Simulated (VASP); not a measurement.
Here is a VASP 6.6.1 calculation.

The input POSCAR:

```
Ag
1.0
   -1.5728713000      1.5728713000      1.6142626500
    1.5728713000     -1.5728713000      1.6142626500
    1.5728713000      1.5728713000     -1.6142626500
Ag
1
Direct
    0.0000000000      0.0000000000      0.0000000000
```

File INCAR.step1:

```
SYSTEM = Ag
ALGO     = Normal         ! electronic algorithm
EDIFF    = 1E-4           ! SCF threshold, eV
ENCUT    = 520            ! plane-wave cutoff, eV
GGA      = PE             ! functional
ISMEAR   = 0              ! smearing method
LASPH    = .True.         ! aspherical terms in the spheres
LCHARG   = .False.        ! write CHGCAR
LREAL    = .False.        ! projectors in reciprocal space
LWAVE    = .True.         ! write WAVECAR
NBANDS   = 12             ! bands
NELM     = 80             ! most SCF steps
PREC     = Accurate       ! precision mode
SIGMA    = 0.15           ! smearing width, eV
```

File INCAR.step2:

```
SYSTEM = Ag
ALGO     = Normal         ! electronic algorithm
EDIFF    = 1E-6           ! SCF threshold, eV
ENCUT    = 520            ! plane-wave cutoff, eV
ISIF     = 2              ! what is computed and relaxed
ISMEAR   = 0              ! smearing method
ISTART   = 1            
LASPH    = .True.         ! aspherical terms in the spheres
LCHARG   = .True.         ! write CHGCAR
LELF     = .True.         ! ELF
LMIXTAU  = .True.       
LREAL    = .False.        ! projectors in reciprocal space
LVHAR    = .True.       
LWAVE    = .False.        ! write WAVECAR
METAGGA  = R2SCAN         ! meta-GGA
NBANDS   = 12             ! bands
NELM     = 80             ! most SCF steps
PREC     = Accurate       ! precision mode
SIGMA    = 0.15           ! smearing width, eV
```

KPOINTS

```
k-points
0
Gamma
  20 20 20
  0 0 0
```

Potentials or basis: VASP PAW PBE potentials, release 64 (Ag).

Command:

```console
$ cat potpaw_PBE.64/Ag/POTCAR > POTCAR
$ cp INCAR.step1 INCAR
$ mpirun -np 1 vasp_std > vasp.out
$ cp INCAR.step2 INCAR
$ mpirun -np 1 vasp_std > vasp.out
```

Q: Estimate the pressure.

A: 11.4 GPa.

Q: What does it give for the band gap on the k mesh?

A: Zero (an odd number of electrons rules out a gap without spin polarisation).

Stress tensor (GPa, compression positive):
```
11.15  0.00  0.00
 0.00 11.15  0.00
 0.00  0.00 12.00
```

Caveat: the cell differs from its parent crystal (strain -0.050 along x and y, -0.025 along z); the cell stands under pressure; the PAW data sets were made with another functional, which shifts forces and pressure a little.
